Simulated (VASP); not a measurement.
# Si2Se (Pn-3m) in VASP: notebook, part 2 of 2

VASP 6.6.1.

## (4) Relaxation of cell and atoms, PBE

The input, INCAR:

```
  ALGO = Normal
  EDIFF = 1E-6
  EDIFFG = -0.04
  ENCUT = 600
  GGA = PE
  IBRION = 2
  ISIF = 3
  ISMEAR = 0
  LASPH = True
  LCHARG = False
  LREAL = False
  LWAVE = False
  NELM = 60
  NSW = 90
  PREC = Accurate
  SIGMA = 0.1
```

The input, KPOINTS:

```
k-points
0
Gamma
  4 4 4
```

The input, POSCAR:

```
Si2Se
1.0
    4.8739611500      0.0000000000      0.0000000000
    0.0000000000      4.8739611500      0.0000000000
    0.0000000000      0.0000000000      4.8739611500
Si Se
4 2
Direct
    0.7500000000      0.7500000000      0.7500000000
    0.2500000000      0.2500000000      0.7500000000
    0.2500000000      0.7500000000      0.2500000000
    0.7500000000      0.2500000000      0.2500000000
    0.0000000000      0.0000000000      0.0000000000
    0.5000000000      0.5000000000      0.5000000000
```

Potentials or basis: VASP PAW PBE potentials, release 64 (Si, Se).

Run with:

```console
> cat potpaw_PBE.64/Si/POTCAR potpaw_PBE.64/Se/POTCAR > POTCAR
> mpirun -np 1 vasp_std > vasp.out
```

OUTCAR:

```text
EDIFF = 1E-6
   EDIFFG = -0.04
   ENCUT = 600
   GGA = PE
   IBRION = 2
   ISIF = 3
   ISMEAR = 0
   LASPH = True
   LREAL = False
   NELM = 60
   NSW = 90
   PREC = Accurate

 ion  position               nearest neighbor table
   1  0.750  0.750  0.750-   5 2.11   6 2.11
   2  0.250  0.250  0.750-   5 2.11   6 2.11
   3  0.250  0.750  0.250-   5 2.11   6 2.11
   4  0.750  0.250  0.250-   5 2.11   6 2.11
   5  0.000  0.000  0.000-   1 2.11   2 2.11   3 2.11   4 2.11
   6  0.500  0.500  0.500-   1 2.11   2 2.11   3 2.11   4 2.11

  LATTYP: Found a simple cubic cell.
 ALAT       =     4.8739611500

  Lattice vectors:

 A1 = (   4.8739611500,   0.0000000000,   0.0000000000)
 A2 = (   0.0000000000,   4.8739611500,   0.0000000000)
 A3 = (   0.0000000000,   0.0000000000,   4.8739611500)

Analysis of symmetry for initial positions (statically):
=====================================================================
 Subroutine PRICEL returns:
 Original cell was already a primitive cell.

 Routine SETGRP: Setting up the symmetry group for a
[... 173 lines left out ...]

 k-point     1 :       0.0000    0.0000    0.0000
  band No.  band energies     occupation
      1     -10.9617      2.00000
      2      -9.8887      2.00000
      3      -2.8601      2.00000
      4      -2.8601      2.00000
      5      -2.8601      2.00000
      6      -0.3206      2.00000
[... 318 lines left out ...]
--------------------------------------- Ionic step        4  -------------------------------------------

 number of electron      27.9999995 magnetization

 Free energy of the ion-electron system (eV)
  ---------------------------------------------------
  ext. energy  EPLUGINS =         0.00000000
  ---------------------------------------------------
  free energy    TOTEN  =       -21.20504614 eV

  energy without entropy =      -21.19245766  energy(sigma->0) =      -21.19875190

 E-fermi :   2.4941     XC(G=0):  -8.1734

 val. band max:        2.3729822052   @ k =   0.5000   0.0000   0.0000
 cond. band min:       2.5028287563   @ k =   0.2500   0.2500   0.0000
 fundamental gap:      0.1298465511
 Fermi energy:         2.4941278583

 k-point     1 :       0.0000    0.0000    0.0000
  band No.  band energies     occupation
      1     -11.9338      2.00000
      2     -11.4581      2.00000
      3      -5.0836      2.00000
      4      -5.0836      2.00000
      5      -5.0836      2.00000
      6      -2.8767      2.00000
[... 232 lines left out ...]
  FREE ENERGIE OF THE ION-ELECTRON SYSTEM (eV)
  ---------------------------------------------------
  free  energy   TOTEN  =       -21.2050461379 eV

  energy  without entropy=      -21.1924576585  energy(sigma->0) =      -21.19875190

 reached required accuracy - stopping structural energy minimisation
```

OSZICAR:

```text
N       E                     dE             d eps       ncg     rms          rms(c)
DAV:   1     0.119981342418E+03    0.11998E+03   -0.12545E+04   360   0.147E+03
DAV:   2    -0.806399159913E+01   -0.12805E+03   -0.12502E+03   470   0.204E+02
DAV:   3    -0.169242754119E+02   -0.88603E+01   -0.86880E+01   490   0.529E+01
[... 39 lines left out ...]
DAV:   4    -0.212053915380E+02    0.84293E-03   -0.17978E-03   402   0.228E-01    0.992E-02
DAV:   5    -0.212050596072E+02    0.33193E-03   -0.14197E-03   364   0.165E-01    0.424E-02
DAV:   6    -0.212050511745E+02    0.84327E-05   -0.13861E-04   372   0.631E-02    0.225E-02
DAV:   7    -0.212050460307E+02    0.51438E-05   -0.17320E-05   392   0.241E-02    0.633E-03
DAV:   8    -0.212050461379E+02   -0.10716E-06   -0.16287E-06   216   0.675E-03
   4 F= -.21205046E+02 E0= -.21198752E+02  d E =-.428307E+01
```

CONTCAR:

```text
Si2Se
   1.00000000000000
     5.6621560774617379    0.0000000000000000    0.0000000000000000
     0.0000000000000000    5.6621560774617379    0.0000000000000000
     0.0000000000000000    0.0000000000000000    5.6621560774617379
  Si              Se
     4     2
Direct
     0.7500000000000000    0.7500000000000000    0.7500000000000000
     0.2500000000000000    0.2500000000000000    0.7500000000000000
     0.2500000000000000    0.7500000000000000    0.2500000000000000
     0.7500000000000000    0.2500000000000000    0.2500000000000000
     0.0000000000000000    1.0000000000000000    1.0000000000000000
     0.5000000000000000    0.5000000000000000    0.5000000000000000

  0.00000000E+00  0.00000000E+00  0.00000000E+00
  0.00000000E+00  0.00000000E+00  0.00000000E+00
  0.00000000E+00  0.00000000E+00  0.00000000E+00
  0.00000000E+00  0.00000000E+00  0.00000000E+00
  0.00000000E+00  0.00000000E+00  0.00000000E+00
  0.00000000E+00  0.00000000E+00  0.00000000E+00
```

It took 43 s on 1 thread of Intel Xeon 6975P-C (Granite Rapids), shared host; peak memory 0.25 GiB.

What came out:

```yaml
Free_energy: -21.2050 eV
Relaxed_volume: 30.25 Å³/atom
Relaxed_cell: a = 5.662 Å, b = 5.662 Å, c = 5.662 Å, α = 90.00°, β = 90.00°, γ = 90.00°
Space_group_after_relaxing_to_0.05_Å: Pn-3m (No. 224)
Energy_gained_by_relaxing: 713.8 meV/atom
Ionic_steps: 4
Pressure_after_relaxing: 0.0 GPa
Band_gap_on_the_k_mesh: zero (band 14 reaches 3.25 eV, above the bottom of band 15 at 2.04 eV)
```

The path:
| step | energy change (eV) | largest force (eV/Å) | pressure (GPa) | volume (Å³) |
| --- | --- | --- | --- | --- |
| 1 | 0.0000 | 0.0000 | 31.56 | 115.78 |
| 2 | -4.2306 | 0.0000 | -1.52 | 191.88 |
| 3 | -4.2737 | 0.0000 | 0.73 | 177.07 |
| 4 | -4.2831 | 0.0000 | -0.04 | 181.53 |

Final structure:
```xyz
6
Lattice="5.6622 0.0000 0.0000 0.0000 5.6622 0.0000 0.0000 0.0000 5.6622" Properties=species:S:1:pos:R:3 pbc="T T T"
Si    4.2466    4.2466    4.2466
Si    1.4155    1.4155    4.2466
Si    1.4155    4.2466    1.4155
Si    4.2466    1.4155    1.4155
Se    0.0000    5.6622    5.6622
Se    2.8311    2.8311    2.8311
```

Levels at points of the mesh, in eV from the Fermi level:
| k point | band 11 | band 12 | band 13 | band 14 | band 15 | band 16 | band 17 | band 18 |
| --- | --- | --- | --- | --- | --- | --- | --- | --- |
| (0.00, 0.00, 0.00) | -1.80 | -0.41 | -0.41 | -0.41 | 0.96 | 0.96 | 0.96 | 1.94 |
| (0.50, 0.00, 0.00) | -0.96 | -0.96 | -0.84 | -0.84 | -0.12 | -0.12 | 0.75 | 0.75 |
| (0.50, 0.50, 0.00) | -1.67 | -1.67 | 0.76 | 0.76 | 0.89 | 0.89 | 1.01 | 1.01 |
| (0.50, 0.50, 0.50) | -0.72 | -0.72 | -0.45 | -0.45 | -0.45 | 1.61 | 1.61 | 2.12 |

Caveat: the volume moved by over 15 % at a fixed basis, so the end points are rough.

## (5) Single point, PBE

This run uses another cell than the first one, of 30.16 Å³/atom, 1.563 times its volume.

The input, INCAR:

```
ALGO     = Normal         # electronic algorithm
EDIFF    = 1E-6           # SCF threshold, eV
ENCUT    = 520            # plane-wave cutoff, eV
GGA      = PE             # functional
ISIF     = 2              # what is computed and relaxed
ISMEAR   = 0              # smearing method
LASPH    = True           # aspherical terms in the spheres
LCHARG   = False          # write CHGCAR
LREAL    = False          # projectors in reciprocal space
LWAVE    = False          # write WAVECAR
NBANDS   = 23             # bands
NELM     = 100            # most SCF steps
PREC     = Accurate       # precision mode
SIGMA    = 0.1            # smearing width, eV
```

The input, KPOINTS:

```
k-points
0
Gamma
  8 8 8
```

Edit POSCAR of step 4 so:

```diff
@@ -2,5 +2,5 @@
 1.0
-    4.8739611500      0.0000000000      0.0000000000
-    0.0000000000      4.8739611500      0.0000000000
-    0.0000000000      0.0000000000      4.8739611500
+    5.6561834580      0.0000000000      0.0000000000
+    0.0000000000      5.6561834580      0.0000000000
+    0.0000000000      0.0000000000      5.6561834580
 Si Se
```

Run with:

```console
> cat potpaw_PBE.64/Si/POTCAR potpaw_PBE.64/Se/POTCAR > POTCAR
> mpirun -np 1 vasp_std > vasp.out
```

It took 56 s on 1 thread of Intel Xeon 6975P-C (Granite Rapids), shared host; peak memory 0.31 GiB.

The run converged. Its results:

- Free energy: -21.1506 eV
- Pressure: 0.1 GPa
- Band gap on the k mesh: zero (band 14 reaches 3.28 eV, above the bottom of band 15 at 2.07 eV)

Levels at points of the mesh, in eV from the Fermi level:
| k point | band 11 | band 12 | band 13 | band 14 | band 15 | band 16 | band 17 | band 18 |
| --- | --- | --- | --- | --- | --- | --- | --- | --- |
| (0.00, 0.00, 0.00) | -1.84 | -0.43 | -0.43 | -0.43 | 0.93 | 0.93 | 0.93 | 1.91 |
| (0.50, 0.00, 0.00) | -0.99 | -0.99 | -0.88 | -0.88 | -0.15 | -0.15 | 0.72 | 0.72 |
| (0.50, 0.50, 0.00) | -1.70 | -1.70 | 0.73 | 0.73 | 0.86 | 0.86 | 0.98 | 0.98 |
| (0.50, 0.50, 0.50) | -0.76 | -0.76 | -0.47 | -0.47 | -0.47 | 1.58 | 1.58 | 2.10 |

## (6) Relaxation of cell and atoms, PBE

This run uses another cell than the first one, of 30.10 Å³/atom, 1.560 times its volume.

The input, INCAR:

```
SYSTEM = Si2Se
PREC     = Accurate       ! precision mode
ENCUT    = 600            ! plane-wave cutoff, eV
EDIFF    = 1E-6           ! SCF threshold, eV
ISMEAR   = 0              ! smearing method
SIGMA    = 0.1            ! smearing width, eV
LREAL    = .FALSE.        ! projectors in reciprocal space
LASPH    = .TRUE.         ! aspherical terms in the spheres
NELM     = 80             ! most SCF steps
ALGO     = Normal         ! electronic algorithm
ISIF     = 3              ! what is computed and relaxed
LWAVE    = .FALSE.        ! write WAVECAR
LCHARG   = .FALSE.        ! write CHGCAR
GGA      = PE             ! functional
IBRION   = 2              ! ionic algorithm
NSW      = 100            ! ionic steps
EDIFFG   = -0.01          ! ionic threshold
```

The input, KPOINTS:

```
Automatic mesh
0
G
  8 8 8
  0 0 0
```

Edit POSCAR of step 5 so:

```diff
@@ -2,5 +2,5 @@
 1.0
-    5.6561834580      0.0000000000      0.0000000000
-    0.0000000000      5.6561834580      0.0000000000
-    0.0000000000      0.0000000000      5.6561834580
+    5.6524588189      0.0000000000      0.0000000000
+    0.0000000000      5.6524588189      0.0000000000
+    0.0000000000      0.0000000000      5.6524588189
 Si Se
```

Potentials or basis: VASP PAW PBE potentials, release 64 (Si, Se).

Run with:

```console
> cat potpaw_PBE.64/Si/POTCAR potpaw_PBE.64/Se/POTCAR > POTCAR
> mpirun -np 1 vasp_std > vasp.out
```

Wall time 84 s (1 thread of Intel Xeon 6975P-C (Granite Rapids), shared host); peak memory 0.41 GiB.

The run converged. Its results:

- Free energy: -21.1508 eV
- Relaxed volume: 30.21 Å³/atom
- Relaxed cell: a = 5.660 Å, b = 5.660 Å, c = 5.660 Å, α = 90.00°, β = 90.00°, γ = 90.00°
- Space group after relaxing (to 0.05 Å): Pn-3m (No. 224)
- Energy gained by relaxing: 0.1 meV/atom
- Ionic steps: 2
- Pressure after relaxing: 0.0 GPa
- Band gap on the k mesh: zero (band 14 reaches 3.26 eV, above the bottom of band 15 at 2.06 eV)

The path:
| step | energy change (eV) | largest force (eV/Å) | pressure (GPa) | volume (Å³) |
| --- | --- | --- | --- | --- |
| 1 | 0.0000 | 0.0000 | 0.14 | 180.60 |
| 2 | -0.0003 | 0.0000 | 0.03 | 181.29 |

Final structure:
```cif
data_structure
_symmetry_space_group_name_H-M 'P 1'
_symmetry_Int_Tables_number 1
_cell_length_a 5.6597
_cell_length_b 5.6597
_cell_length_c 5.6597
_cell_angle_alpha 90.000
_cell_angle_beta 90.000
_cell_angle_gamma 90.000
_cell_volume 181.29
loop_
_atom_site_label
_atom_site_type_symbol
_atom_site_fract_x
_atom_site_fract_y
_atom_site_fract_z
_atom_site_occupancy
Si1 Si 0.75000 0.75000 0.75000 1
Si2 Si 0.25000 0.25000 0.75000 1
Si3 Si 0.25000 0.75000 0.25000 1
Si4 Si 0.75000 0.25000 0.25000 1
Se1 Se 0.00000 0.00000 0.00000 1
Se2 Se 0.50000 0.50000 0.50000 1
```

Levels at points of the mesh, in eV from the Fermi level:
| k point | band 10 | band 11 | band 12 | band 13 | band 14 | band 15 | band 16 | band 17 | band 18 |
| --- | --- | --- | --- | --- | --- | --- | --- | --- | --- |
| (0.00, 0.00, 0.00) | -1.83 | -1.83 | -0.44 | -0.44 | -0.44 | 0.93 | 0.93 | 0.93 | 1.91 |
| (0.50, 0.00, 0.00) | -2.02 | -0.99 | -0.99 | -0.87 | -0.87 | -0.15 | -0.15 | 0.72 | 0.72 |
| (0.50, 0.50, 0.00) | -2.86 | -1.69 | -1.69 | 0.73 | 0.73 | 0.86 | 0.86 | 0.98 | 0.98 |
| (0.50, 0.50, 0.50) | -0.75 | -0.75 | -0.75 | -0.47 | -0.47 | -0.47 | 1.58 | 1.58 | 2.10 |

## (7) Summary

```csv
task,cell,k mesh,cutoff (eV),gap on the mesh (eV),pressure (GPa),relaxed volume (Å³/atom)
single point,"a = 4.874 Å, 6 atoms",4 × 4 × 4,520,none,31.6,-
single point,"a = 5.652 Å, 6 atoms",4 × 4 × 4,520,none,0.1,-
relaxation of cell and atoms,"relaxed from a = 4.874 Å, 6 atoms",4 × 4 × 4,600,none,0.0,30.25
single point,"a = 5.656 Å, 6 atoms",8 × 8 × 8,520,none,0.1,-
relaxation of cell and atoms,"relaxed from a = 5.652 Å, 6 atoms",8 × 8 × 8,600,none,0.0,30.21
```

Alike in all rows: level PBE; potentials or basis VASP PAW PBE potentials, release 64 (Si, Se); no spin polarisation; smearing gaussian 0.1 eV.

Caveats: the volume moved by over 15 % at a fixed basis, so the end points are rough (some runs).

Absolute energies hang on the potentials; compare differences alone.
